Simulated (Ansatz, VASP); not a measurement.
Si2B: VASP beside Ansatz

```
Si B
1.0
     3.13674    0.00000    0.00000
    -1.56837    2.71650    0.00000
     0.00000    0.00000   37.88169
Si B
4 2
Direct
  0.33333 0.66667 0.20717
  0.66667 0.33333 0.26295
  0.66667 0.33333 0.37359
  0.33333 0.66667 0.31780
  0.00000 0.00000 0.23709
  0.00000 0.00000 0.34367
```

Alike in both runs: functional PBE; dispersion D3(BJ); k mesh 15 × 15 × 1; occupations gaussian, width 0.1 eV; no spin polarisation.

Ansatz relaxed the structure, and its values are those at the end. VASP's run is a single point on that final structure, the one shown.

|  | VASP | Ansatz |
| --- | --- | --- |
| version | VASP 6.6.1 | Ansatz 0.2.0 |
| potentials or method | VASP PAW PBE potentials, release 64 (Si, B), cutoff 520 eV | scalar-relativistic, plane waves, PAW |
| valence electrons in the cell | 22 | 22 |

```csv
,VASP,Ansatz,Ansatz less VASP
gap on the k mesh at the Fermi level (eV),none,none,-
rms of the force components (eV/Å),0.008,0.000,-0.0077
```

A gap of «none» marks a metal or a gap that the smearing closes. Ansatz's warnings: relaxed geometry near dispersion switch, xc potential rough in thin density.
